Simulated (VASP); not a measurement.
Set up this calculation in VASP 6.6.1, as the native input.

* Task: single point
* Functional: r2SCAN
* Potentials or basis: VASP PAW PBE potentials, release 64 (Os, Se)
* Cutoff: 520 eV
* k mesh: 10 × 10 × 10
* Occupations: gaussian, width 0.05 eV
* Spin: collinear spin, ferromagnetic start
* Starting moments: [0.12, 0.0] μB
* Dipole correction: no
* Further INCAR settings: ALGO = Normal; EDIFF = 1e-07; NBANDS = 18

OsSe:

```
Os Se
1.0
     0.00000    2.73478    2.73478
     2.73478    0.00000    2.73478
     2.73478    2.73478    0.00000
Os Se
1 1
Direct
  0.00000 0.00000 0.00000
  0.25000 0.25000 0.25000
```

One way to write it, as run:

POSCAR

```
OsSe
1.0
    0.0000000000      2.7347795838      2.7347795838
    2.7347795838      0.0000000000      2.7347795838
    2.7347795838      2.7347795838      0.0000000000
Os Se
1 1
Direct
    0.0000000000      0.0000000000      0.0000000000
    0.2500000000      0.2500000000      0.2500000000
```

INCAR.step1

```
  PREC = Accurate
  ENCUT = 520
  ISMEAR = 0
  SIGMA = 0.05
  LREAL = F
  LASPH = T
  NELM = 150
  ISPIN = 2
  MAGMOM = 0.12 0
  LMAXMIX = 4
  NBANDS = 18
  GGA = PE
  ALGO = Normal
  EDIFF = 1E-4
  LWAVE = T
  LCHARG = F
```

INCAR.step2

```
  PREC = Accurate
  ENCUT = 520
  EDIFF = 1E-7
  ISMEAR = 0
  SIGMA = 0.05
  LREAL = F
  LASPH = T
  NELM = 150
  ALGO = Normal
  ISIF = 2
  LWAVE = F
  LCHARG = F
  ISPIN = 2
  MAGMOM = 0.12 0
  LORBIT = 11
  LMAXMIX = 4
  METAGGA = R2SCAN
  LMIXTAU = T
  NBANDS = 18
  ISTART = 1
```

KPOINTS

```
Automatic mesh
0
Gamma
  10 10 10
```

Potentials or basis: VASP PAW PBE potentials, release 64 (Os, Se).

Run with:

```console
$ cat potpaw_PBE.64/Os/POTCAR potpaw_PBE.64/Se/POTCAR > POTCAR
$ cp INCAR.step1 INCAR
$ mpirun -np 1 vasp_std > vasp.out
$ cp INCAR.step2 INCAR
$ mpirun -np 1 vasp_std > vasp.out
```

It gave:

The pressure is 0.6 GPa and the net moment is 0.13 μB per cell. The site moments are Os +0.12; Se -0.00 μB. The valence electrons inside the program's atomic spheres are Os 7.38; Se 3.99.

Caveat: the PAW data sets were made with another functional, which shifts forces and pressure a little.

Wall time 2.1 min on 1 thread of Intel(R) Xeon(R) 6975P-C (Granite Rapids), with other jobs on the host, peak memory 0.23 GiB.
